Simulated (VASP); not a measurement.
# Ag (Fd-3m) in VASP: single point with PBE

Aim: the single point of Ag with PBE.

Everything below comes from runs of VASP 6.6.1. Logs are shortened: lines on timing, memory, paths and dates and some standing lists are left out, and cuts for length are marked.

### Step 1. The cell of the first run

It takes space group Fd-3m (No. 227, cubic). The conventional cell has a = 7.605 Å, b = 7.605 Å, c = 7.605 Å, α = 90.00°, β = 90.00°, γ = 90.00°. Ag (site symmetry -3m) has 12 Ag at 2.69 to 3.15 Å within 3.5 Å. Within 4.1 Å of Ag (site symmetry -43m) lie 16 Ag at 3.15 to 3.29 Å.

### Step 2. Single point, PBE

File INCAR:

```
SYSTEM = Ag
PREC = Accurate
ENCUT = 520
EDIFF = 1E-7
ISMEAR = 0
SIGMA = 0.1
LREAL = .False.
LASPH = .True.
NELM = 80
ALGO = Normal
ISIF = 2
LWAVE = .False.
LCHARG = .False.
GGA = PE
NBANDS = 42
```

File KPOINTS:

```
regular mesh
0
Gamma
  4 4 4
  0 0 0
```

File POSCAR:

```
Ag
1.0
    0.0000000000      3.8027016600      3.8027016600
    3.8027016600      0.0000000000      3.8027016600
    3.8027016600      3.8027016600      0.0000000000
Ag
6
Direct
    0.6250000000      0.6250000000      0.6250000000
    0.6250000000      0.6250000000      0.1250000000
    0.6250000000      0.1250000000      0.6250000000
    0.1250000000      0.6250000000      0.6250000000
    0.0000000000      0.0000000000      0.0000000000
    0.2500000000      0.2500000000      0.2500000000
```

Potentials or basis: VASP PAW PBE potentials, release 64 (Ag).

The run is started by

```console
> cat potpaw_PBE.64/Ag/POTCAR > POTCAR
> mpirun -np 1 vasp_std > vasp.out
```

OUTCAR:

```text
SYSTEM = Ag
   PREC = Accurate
   ENCUT = 520
   EDIFF = 1E-7
   ISMEAR = 0
   LREAL = .False.
   LASPH = .True.
   NELM = 80
   ISIF = 2
   GGA = PE

 ion  position               nearest neighbor table
   1  0.625  0.625  0.625-   2 2.69   3 2.69   4 2.69   2 2.69   3 2.69   4 2.69   6 3.15   5 3.15
                             6 3.15   5 3.15   6 3.15   5 3.15
   2  0.625  0.625  0.125-   1 2.69   1 2.69   3 2.69   4 2.69   3 2.69   4 2.69   6 3.15   5 3.15
                             6 3.15   5 3.15   6 3.15   5 3.15
   3  0.625  0.125  0.625-   1 2.69   2 2.69   1 2.69   2 2.69   4 2.69   4 2.69   5 3.15   6 3.15
                             5 3.15   6 3.15   6 3.15   5 3.15
   4  0.125  0.625  0.625-   1 2.69   2 2.69   3 2.69   1 2.69   2 2.69   3 2.69   5 3.15   6 3.15
                             5 3.15   5 3.15   6 3.15   6 3.15
   5  0.000  0.000  0.000-   1 3.15   2 3.15   3 3.15   1 3.15   2 3.15   4 3.15   1 3.15   3 3.15
                             4 3.15   2 3.15   3 3.15   4 3.15   6 3.29   6 3.29   6 3.29   6 3.29
   6  0.250  0.250  0.250-   2 3.15   3 3.15   4 3.15   1 3.15   3 3.15   4 3.15   1 3.15   2 3.15
                             4 3.15   1 3.15   2 3.15   3 3.15   5 3.29   5 3.29   5 3.29   5 3.29

  LATTYP: Found a face centered cubic cell.
 ALAT       =     7.6054033200

  Lattice vectors:

 A1 = (   0.0000000000,   3.8027016600,   3.8027016600)
 A2 = (   3.8027016600,   0.0000000000,   3.8027016600)
 A3 = (   3.8027016600,   3.8027016600,   0.0000000000)

Analysis of symmetry for initial positions (statically):
=====================================================================
 Subroutine PRICEL returns:
 Original cell was already a primitive cell.

 Routine SETGRP: Setting up the symmetry group for a
 face centered cubic supercell.

 Subroutine GETGRP returns: Found 48 space group operations
 (whereof 24 operations were pure point group operations)
 out of a pool of 48 trial point group operations.

The static configuration has the point symmetry T_d .
 The point group associated with its full space group is O_h .

Analysis of symmetry for dynamics (positions and initial velocities):
=====================================================================
 Subroutine PRICEL returns:
 Original cell was already a primitive cell.

 Routine SETGRP: Setting up the symmetry group for a
 face centered cubic supercell.

 Subroutine GETGRP returns: Found 48 space group operations
 (whereof 24 operations were pure point group operations)
 out of a pool of 48 trial point group operations.

The dynamic configuration has the point symmetry T_d .
 The point group associated with its full space group is O_h .

 Subroutine INISYM returns: Found 48 space group operations
 (whereof 24 operations are pure point group operations),
 and found     1 'primitive' translations

----------------------------------------------------------------------------------------

                                     Primitive cell

  volume of cell :     109.9782

  direct lattice vectors                    reciprocal lattice vectors
     0.000000000  3.802701660  3.802701660    -0.131485466  0.131485466  0.131485466
     3.802701660  0.000000000  3.802701660     0.131485466 -0.131485466  0.131485466
     3.802701660  3.802701660  0.000000000     0.131485466  0.131485466 -0.131485466

  length of vectors
     5.377832261  5.377832261  5.377832261     0.227739508  0.227739508  0.227739508

  position of ions in fractional coordinates (direct lattice)
     0.625000000  0.625000000  0.625000000
     0.625000000  0.625000000  0.125000000
     0.625000000  0.125000000  0.625000000
     0.125000000  0.625000000  0.625000000
     0.000000000  0.000000000  0.000000000
     0.250000000  0.250000000  0.250000000

  ion indices of the primitive-cell ions
   primitive index   ion index
                 1           1
                 2           2
                 3           3
                 4           4
                 5           5
                 6           6

----------------------------------------------------------------------------------------

 KPOINTS: regular mesh

Automatic generation of k-mesh.
 Grid dimensions read from file:
 generate k-points for:    4    4    4

 Generating k-lattice:

  Cartesian coordinates                     Fractional coordinates (reciprocal lattice)
    -0.032871367  0.032871367  0.032871367     0.250000000  0.000000000  0.000000000
     0.032871367 -0.032871367  0.032871367     0.000000000  0.250000000  0.000000000
     0.032871367  0.032871367 -0.032871367     0.000000000  0.000000000  0.250000000

  Length of vectors
     0.056934877  0.056934877  0.056934877

  Shift w.r.t. Gamma in fractional coordinates (k-lattice)
     0.000000000  0.000000000  0.000000000

 Subroutine IBZKPT returns following result:
 ===========================================

 Found      8 irreducible k-points:

 Following reciprocal coordinates:
            Coordinates               Weight
  0.000000  0.000000  0.000000      1.000000
  0.250000  0.000000  0.000000      8.000000
  0.500000  0.000000  0.000000      4.000000
  0.250000  0.250000  0.000000      6.000000
  0.500000  0.250000  0.000000     24.000000
 -0.250000  0.250000  0.000000     12.000000
  0.500000  0.500000  0.000000      3.000000
 -0.250000  0.500000  0.250000      6.000000
   k-points           NKPTS =      8   k-points in BZ     NKDIM =      8   number of bands    NBANDS=     42
   number of dos      NEDOS =    301   number of ions     NIONS =      6
   total plane-waves  NPLWV =  64000
   dimension x,y,z NGX =    40 NGY =   40 NGZ =   40
   dimension x,y,z NGXF=    80 NGYF=   80 NGZF=   80
   ions per type =               6
   NGX,Y,Z   is equivalent  to a cutoff of  12.37, 12.37, 12.37 a.u.
   NGXF,Y,Z  is equivalent  to a cutoff of  24.73, 24.73, 24.73 a.u.
 SYSTEM =  Ag
   PREC   = accura    normal or accurate (medium, high low for compatibility)
   ISTART =      0    job   : 0-new  1-cont  2-samecut
   ICHARG =      2    charge: 1-file 2-atom 10-const
   ISPIN  =      1    spin polarized calculation?
   LNONCOLLINEAR =      F non collinear calculations
   LSORBIT =      F    spin-orbit coupling
   LASPH  =      T    aspherical Exc in radial PAW
   ENCUT  =  520.0 eV  38.22 Ry    6.18 a.u.  10.00 10.00 10.00*2*pi/ulx,y,z
   NELM   =     80;   NELMIN=  2; NELMDL= -5     # of ELM steps
   EDIFF  = 0.1E-06   stopping-criterion for ELM
   LREAL  =      F    real-space projection
   EDIFFG = 0.1E-05   stopping-criterion for IOM
   NSW    =      0    number of steps for IOM
   IBRION =     -1    ionic relax: 0-MD 1-quasi-New 2-CG
   NFREE  =      0    steps in history (QN), initial steepest desc. (CG)
   ISIF   =      2    stress and relaxation
   ISYM   =      2    0-nonsym 1-usesym 2-fastsym
   POTIM  = 0.5000    time-step for ionic-motion
   TEBEG  =    0.0;   TEEND  =   0.0 temperature during run
   PSTRESS=    0.0 pullay stress
   NELECT =      66.0000    total number of electrons
   NUPDOWN=      -1.0000    fix difference up-down
   EMIN   =  10.00;   EMAX   =-10.00  energy-range for DOS
   EFERMI =   0.00;   METHOD = LEGACY
   ISMEAR =     0;   SIGMA  =   0.10  broadening in eV -4-tet -1-fermi 0-gaus
   EFERMI_NEDOS =   21; number of points for ismear=-14 and -15
   IALGO  =     38    algorithm
   IMIX   =      4    mixing-type and parameters
     AMIX     =   0.40;   BMIX     =  1.00
     AMIX_MAG =   1.60;   BMIX_MAG =  1.00
  volume/ion in A,a.u.               =      18.33       123.69
  Fermi-wavevector in a.u.,A,eV,Ry     =   1.380873  2.609473 25.943747  1.906812
  Thomas-Fermi vector in A             =   2.505710
   LORBIT       =      0    0 simple, 1 ext, 2 COOP (PROOUT), +10 PAW based schemes
   GGA     = PE    functional components
   LHFCALC =     F    Hartree Fock is set to
   AEXX    =    0.0000 exact exchange contribution
   IVDW    =     0    specifies the selected vdW correction
   LEPSILON=     F    determine dielectric tensor
   LRPA    =     F    only Hartree local field effects (RPA)
 non-spin polarized calculation
 Gauss-broadening in eV      SIGMA  =   0.10
  energy-cutoff  :      520.00
  volume of cell :      109.98
 maximum number of plane-waves:      2996
   NGX = 19   NGY = 19   NGZ = 19

 number of electron      65.9999997 magnetization

 Free energy of the ion-electron system (eV)
  ---------------------------------------------------
  ext. energy  EPLUGINS =         0.00000000
  ---------------------------------------------------
  free energy    TOTEN  =       -15.30174587 eV

  energy without entropy =      -15.27804117  energy(sigma->0) =      -15.28989352

 E-fermi :   8.0915     XC(G=0): -11.7412

 val. band max:        8.0440938683   @ k =   0.5000   0.5000   0.0000
 cond. band min:       8.1495106284   @ k =   0.5000   0.2500   0.0000
 fundamental gap:      0.1054167601
 Fermi energy:         8.0915252953

 k-point     1 :       0.0000    0.0000    0.0000
  band No.  band energies     occupation
      1      -0.2399      2.00000
      2       0.8109      2.00000
      3       1.2845      2.00000
      4       1.2845      2.00000
      5       1.2845      2.00000
      6       1.8828      2.00000
[... 34 lines left out ...]
     41      13.1170      0.00000
     42      13.1170      0.00000

 k-point     2 :       0.2500    0.0000    0.0000
  band No.  band energies     occupation
      1       0.1658      2.00000
      2       1.2039      2.00000
      3       1.3958      2.00000
      4       1.4859      2.00000
      5       1.4859      2.00000
      6       2.0149      2.00000
[... 34 lines left out ...]
     41      13.4064      0.00000
     42      15.5255      0.00000

 k-point     3 :       0.5000    0.0000    0.0000
  band No.  band energies     occupation
      1       0.6004      2.00000
      2       1.5744      2.00000
      3       1.6787      2.00000
      4       1.6787      2.00000
      5       1.9019      2.00000
      6       2.2335      2.00000
[... 177 lines left out ...]
      4       1.9633      2.00000
      5       2.0831      2.00000
      6       2.0831      2.00000
[... 34 lines left out ...]
     41      16.4176      0.00000
     42      16.4176      0.00000

 k-point     8 :      -0.2500    0.5000    0.2500
  band No.  band energies     occupation
      1       1.5182      2.00000
      2       1.5182      2.00000
      3       1.8408      2.00000
      4       1.8408      2.00000
      5       2.0592      2.00000
      6       2.0592      2.00000
[... 34 lines left out ...]
     41      17.0922      0.00000
     42      17.1011      0.00000

------------------------ aborting loop because EDIFF is reached ----------------------------------------

  FORCE on cell =-STRESS in cart. coord.  units (eV):
  Direction    XX          YY          ZZ          XY          YZ          ZX
  --------------------------------------------------------------------------------------
  -------------------------------------------------------------------------------------
  Total        2.6686653      2.6686653      2.6686653     -0.0000000      0.0000000      0.0000000
  in kB       38.8774648     38.8774648     38.8774648     -0.0000000      0.0000000      0.0000000
  external PRESSURE =      38.8774648 kB  Pullay stress =       0.0000000 kB

 VOLUME and BASIS-vectors are now :
 -----------------------------------------------------------------------------
  energy-cutoff  :      520.00
  volume of cell :      109.98
      direct lattice vectors                 reciprocal lattice vectors
     0.000000000  3.802701660  3.802701660    -0.131485466  0.131485466  0.131485466
     3.802701660  0.000000000  3.802701660     0.131485466 -0.131485466  0.131485466
     3.802701660  3.802701660  0.000000000     0.131485466  0.131485466 -0.131485466

 POSITION                                       TOTAL-FORCE (eV/Angst)
 -----------------------------------------------------------------------------------
      4.75338      4.75338      4.75338         0.000000     -0.000000      0.000000
      2.85203      2.85203      4.75338         0.000000     -0.000000      0.000000
      2.85203      4.75338      2.85203         0.000000     -0.000000      0.000000
      4.75338      2.85203      2.85203         0.000000     -0.000000      0.000000
      0.00000      0.00000      0.00000        -0.000000      0.000000     -0.000000
      1.90135      1.90135      1.90135         0.000000     -0.000000      0.000000
 -----------------------------------------------------------------------------------
    total drift:                                0.000000      0.000000      0.000000

  FREE ENERGIE OF THE ION-ELECTRON SYSTEM (eV)
  ---------------------------------------------------
  free  energy   TOTEN  =       -15.3017458746 eV

  energy  without entropy=      -15.2780411676  energy(sigma->0) =      -15.28989352
```

It took 24 s on 1 thread of Intel Xeon 6975P-C (Granite Rapids), shared host; peak memory 0.23 GiB.

What came out:

- Free energy: -15.3017 eV
- Pressure: 3.9 GPa
- Band gap on the k mesh: zero (band 33 reaches 9.44 eV, above the bottom of band 34 at 5.74 eV)
